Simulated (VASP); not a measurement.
# AlCo (Pm-3m) in VASP: vibrations by perturbation theory with PBEsol

Aim: the vibrations by perturbation theory of AlCo with PBEsol.

Program: VASP 6.6.1. These are calculated values, not measurements. Logs are shortened: lines on timing, memory, paths and dates and some standing lists are left out, and cuts for length are marked.

### Step 1. The cell of the first run

The structure is cubic, space group Pm-3m (No. 221). Conventional cell: a = 2.823 Å, b = 2.823 Å, c = 2.823 Å, α = 90.00°, β = 90.00°, γ = 90.00°. Within 3.2 Å of Al (site symmetry m-3m) lie 8 Co at 2.45 Å and 6 Al at 2.82 Å. Within 3.2 Å of Co (site symmetry m-3m) lie 8 Al at 2.45 Å and 6 Co at 2.82 Å.

### Step 2. Vibrations by perturbation theory, PBEsol

INCAR

```
SYSTEM = AlCo
  ALGO = Normal
  EDIFF = 1E-8
  ENCUT = 520
  GGA = PS
  IBRION = 8
  ISIF = 2
  ISMEAR = -1
  LASPH = .TRUE.
  LCHARG = .FALSE.
  LREAL = .FALSE.
  LWAVE = .FALSE.
  NBANDS = 13
  NELM = 60
  NSW = 1
  PREC = Accurate
  SIGMA = 0.1
```

KPOINTS

```
k-points
0
G
  12 12 12
  0 0 0
```

POSCAR

```
AlCo
1.0
    2.8234353786      0.0000000000      0.0000000000
    0.0000000000      2.8234353786      0.0000000000
    0.0000000000      0.0000000000      2.8234353786
Al Co
1 1
Direct
    0.0000000000      0.0000000000      0.0000000000
    0.5000000000      0.5000000000      0.5000000000
```

Potentials or basis: VASP PAW PBE potentials, release 64 (Al, Co).

Run with:

```bash
cat potpaw_PBE.64/Al/POTCAR potpaw_PBE.64/Co/POTCAR > POTCAR
mpirun -np 1 vasp_std > vasp.out
```

OUTCAR:

```text
SYSTEM = AlCo
   EDIFF = 1E-8
   ENCUT = 520
   GGA = PS
   IBRION = 8
   ISIF = 2
   ISMEAR = -1
   LASPH = .TRUE.
   LREAL = .FALSE.
   NELM = 60
   NSW = 1
   PREC = Accurate

 ion  position               nearest neighbor table
   1  0.000  0.000  0.000-   2 2.45   2 2.45   2 2.45   2 2.45   2 2.45   2 2.45   2 2.45   2 2.45

   2  0.500  0.500  0.500-   1 2.45   1 2.45   1 2.45   1 2.45   1 2.45   1 2.45   1 2.45   1 2.45

  LATTYP: Found a simple cubic cell.
 ALAT       =     2.8234353786

  Lattice vectors:

 A1 = (   2.8234353786,   0.0000000000,   0.0000000000)
 A2 = (   0.0000000000,   2.8234353786,   0.0000000000)
 A3 = (   0.0000000000,   0.0000000000,   2.8234353786)

Analysis of symmetry for initial positions (statically):
=====================================================================
 Subroutine PRICEL returns:
 Original cell was already a primitive cell.

 Routine SETGRP: Setting up the symmetry group for a
 simple cubic supercell.

 Subroutine GETGRP returns: Found 48 space group operations
 (whereof 48 operations were pure point group operations)
 out of a pool of 48 trial point group operations.

The static configuration has the point symmetry O_h .

Analysis of symmetry for dynamics (positions and initial velocities):
=====================================================================
 Subroutine PRICEL returns:
 Original cell was already a primitive cell.

 Routine SETGRP: Setting up the symmetry group for a
 simple cubic supercell.

 Subroutine GETGRP returns: Found 48 space group operations
 (whereof 48 operations were pure point group operations)
 out of a pool of 48 trial point group operations.

The dynamic configuration has the point symmetry O_h .

 Subroutine INISYM returns: Found 48 space group operations
 (whereof 48 operations are pure point group operations),
 and found     1 'primitive' translations

----------------------------------------------------------------------------------------

                                     Primitive cell

  volume of cell :      22.5078

  direct lattice vectors                    reciprocal lattice vectors
     2.823435379  0.000000000  0.000000000     0.354178462  0.000000000  0.000000000
     0.000000000  2.823435379  0.000000000     0.000000000  0.354178462  0.000000000
     0.000000000  0.000000000  2.823435379     0.000000000  0.000000000  0.354178462

  length of vectors
     2.823435379  2.823435379  2.823435379     0.354178462  0.354178462  0.354178462

  position of ions in fractional coordinates (direct lattice)
     0.000000000  0.000000000  0.000000000
     0.500000000  0.500000000  0.500000000

  ion indices of the primitive-cell ions
   primitive index   ion index
                 1           1
                 2           2

----------------------------------------------------------------------------------------

 KPOINTS: k-points

Automatic generation of k-mesh.
 Grid dimensions read from file:
 generate k-points for:   12   12   12

 Generating k-lattice:

  Cartesian coordinates                     Fractional coordinates (reciprocal lattice)
     0.029514872  0.000000000  0.000000000     0.083333333  0.000000000  0.000000000
     0.000000000  0.029514872  0.000000000     0.000000000  0.083333333  0.000000000
     0.000000000  0.000000000  0.029514872     0.000000000  0.000000000  0.083333333

  Length of vectors
     0.029514872  0.029514872  0.029514872

  Shift w.r.t. Gamma in fractional coordinates (k-lattice)
     0.000000000  0.000000000  0.000000000

 Subroutine IBZKPT returns following result:
[... 84 lines left out ...]
 NGX is ok and might be reduce to    24
   NGX = 11   NGY = 11   NGZ = 11

--------------------------------------- Ionic step        1  -------------------------------------------

 number of electron      11.9999996 magnetization

 Free energy of the ion-electron system (eV)
  ---------------------------------------------------
  ext. energy  EPLUGINS =         0.00000000
  ---------------------------------------------------
  free energy    TOTEN  =       -13.09519878 eV

  energy without entropy =      -13.06682463  energy(sigma->0) =      -13.08101171

 E-fermi :  10.7797     XC(G=0): -12.5224

 val. band max:       10.7035509343   @ k =   0.5000   0.4167   0.0833
 cond. band min:      10.8080218879   @ k =   0.4167   0.4167   0.0000
 fundamental gap:      0.1044709536
 Fermi energy:        10.7796913575

 k-point     1 :       0.0000    0.0000    0.0000
  band No.  band energies     occupation
      1      -0.4330      2.00000
      2       7.7158      2.00000
      3       7.7158      2.00000
      4       9.9764      1.99935
      5       9.9764      1.99935
      6       9.9764      1.99935
      7      16.9312      0.00000
      8      16.9312      0.00000
      9      16.9312      0.00000
     10      19.6961      0.00000
     11      19.6961      0.00000
     12      26.5140      0.00000
     13      32.7673      0.00000
[... 354 lines left out ...]
  band No.  band energies     occupation
      1       4.3705      2.00000
      2       6.5651      2.00000
      3       8.1596      2.00000
      4       8.7566      2.00000
      5       9.2695      2.00000
      6       9.4516      2.00000
      7      11.0355      0.14371
      8      14.3022      0.00000
      9      16.3103      0.00000
     10      22.7650      0.00000
     11      24.3178      0.00000
     12      25.4819      0.00000
     13      27.4443      0.00000

 [... further k-points ...]

------------------------ aborting loop because EDIFF is reached ----------------------------------------

  FORCE on cell =-STRESS in cart. coord.  units (eV):
  Direction    XX          YY          ZZ          XY          YZ          ZX
  --------------------------------------------------------------------------------------
  -------------------------------------------------------------------------------------
  Total        0.0134495      0.0134495      0.0134495     -0.0000000     -0.0000000     -0.0000000
  in kB        0.9573761      0.9573761      0.9573761     -0.0000000     -0.0000000     -0.0000000
  external PRESSURE =       0.9573761 kB  Pullay stress =       0.0000000 kB

 VOLUME and BASIS-vectors are now :
 -----------------------------------------------------------------------------
  energy-cutoff  :      520.00
  volume of cell :       22.51
      direct lattice vectors                 reciprocal lattice vectors
     2.823435379  0.000000000  0.000000000     0.354178462  0.000000000  0.000000000
     0.000000000  2.823435379  0.000000000     0.000000000  0.354178462  0.000000000
     0.000000000  0.000000000  2.823435379     0.000000000  0.000000000  0.354178462

 POSITION                                       TOTAL-FORCE (eV/Angst)
 -----------------------------------------------------------------------------------
      0.00000      0.00000      0.00000         0.000000      0.000000      0.000000
      1.41172      1.41172      1.41172         0.000000      0.000000      0.000000
 -----------------------------------------------------------------------------------
    total drift:                                0.000000     -0.000000     -0.000000

  FREE ENERGIE OF THE ION-ELECTRON SYSTEM (eV)
  ---------------------------------------------------
  free  energy   TOTEN  =       -13.0951987811 eV

  energy  without entropy=      -13.0668246329  energy(sigma->0) =      -13.08101171

[... ionic steps 2 to 3 ...]

--------------------------------------- Ionic step        4  -------------------------------------------

------------------------ aborting loop because EDIFF is reached ----------------------------------------

[... ionic steps 5 to 6 ...]

--------------------------------------- Ionic step        7  -------------------------------------------

 Free energy of the ion-electron system (eV)
  ---------------------------------------------------
  ---------------------------------------------------
  free energy    TOTEN  =        -0.16766398 eV

  energy without entropy =       -0.16766398

------------------------ aborting loop because EDIFF is reached ----------------------------------------

 INTERNAL STRAIN TENSOR  FOR ION    2  DIRECTION 1   (eV/Angst):
 -----------------------------------------------------------------------------
     0.02748  0.00000 -0.00000
     0.00000  0.01154  0.00000
    -0.00000  0.00000  0.01154

 INTERNAL STRAIN TENSOR FOR ION    2 for displacements in x,y,z  (eV/Angst):
          X           Y           Z          XY          YZ          ZX
  --------------------------------------------------------------------------------
  x     0.00000     0.00000     0.00000     0.00000     0.00000     0.00000
  y     0.00000     0.00000     0.00000     0.00000     0.00000     0.00000
  z     0.00000     0.00000     0.00000     0.00000     0.00000     0.00000

 SECOND DERIVATIVES (NOT SYMMETRIZED)
 ------------------------------------
               1X          1Y          1Z          2X          2Y          2Z
  1X    -7.873529    0.000000   -0.000000    7.873529    0.000000    0.000000
  1Y    -0.000000   -7.873529   -0.000000    0.000000    7.873529    0.000000
  1Z     0.000000   -0.000000   -7.873529   -0.000000    0.000000    7.873529
  2X     7.890143    0.000000   -0.000000   -7.890143   -0.000000    0.000000
  2Y     0.000000    7.890143    0.000000   -0.000000   -7.890143   -0.000000
  2Z     0.000000   -0.000000    7.890143   -0.000000    0.000000   -7.890143

 Eigenvectors and eigenvalues of the dynamical matrix
 ----------------------------------------------------

   1 f  =   10.200067 THz    64.088910 2PiTHz  340.237605 cm-1    42.184068 meV
             X         Y         Z           dx          dy          dz
      0.000000  0.000000  0.000000     0.804507    0.195620    0.000000
      1.411718  1.411718  1.411718    -0.544926   -0.132501   -0.000000
[... 21 lines left out ...]
   6 f/i=    0.004992 THz     0.031363 2PiTHz    0.166503 cm-1     0.020644 meV
             X         Y         Z           dx          dy          dz
      0.000000  0.000000  0.000000    -0.560705   -0.009867    0.003701
      1.411718  1.411718  1.411718    -0.827803   -0.014567    0.005464

--------------------------------------------------------------------------------------------------------

 ELASTIC MODULI CONTR FROM IONIC RELAXATION (kBar)
 Direction    XX          YY          ZZ          XY          YZ          ZX
 --------------------------------------------------------------------------------
 XX           0.0000      0.0000      0.0000      0.0000      0.0000      0.0000
 YY           0.0000      0.0000      0.0000      0.0000      0.0000      0.0000
 ZZ           0.0000      0.0000      0.0000      0.0000      0.0000      0.0000
 XY           0.0000      0.0000      0.0000      0.0000      0.0000      0.0000
 YZ           0.0000      0.0000      0.0000      0.0000      0.0000      0.0000
 ZX           0.0000      0.0000      0.0000      0.0000      0.0000      0.0000
 --------------------------------------------------------------------------------
```

Wall time 46 s (1 thread of Intel Xeon 6975P-C (Granite Rapids), shared host); peak memory 0.26 GiB.

Results:

* Highest phonon frequency at Γ, LO-TO splitting left out: 340 cm⁻¹

Phonon frequencies in cm⁻¹ (negative: imaginary):
```csv
q point,frequencies
"(0.000, 0.000, 0.000)",0 0 0 340 340 340
```

Caveat: the PAW data sets were made with another functional, which shifts forces and pressure a little. Spin polarisation is off, so any magnetic state and its effect on volume and gap are missing.
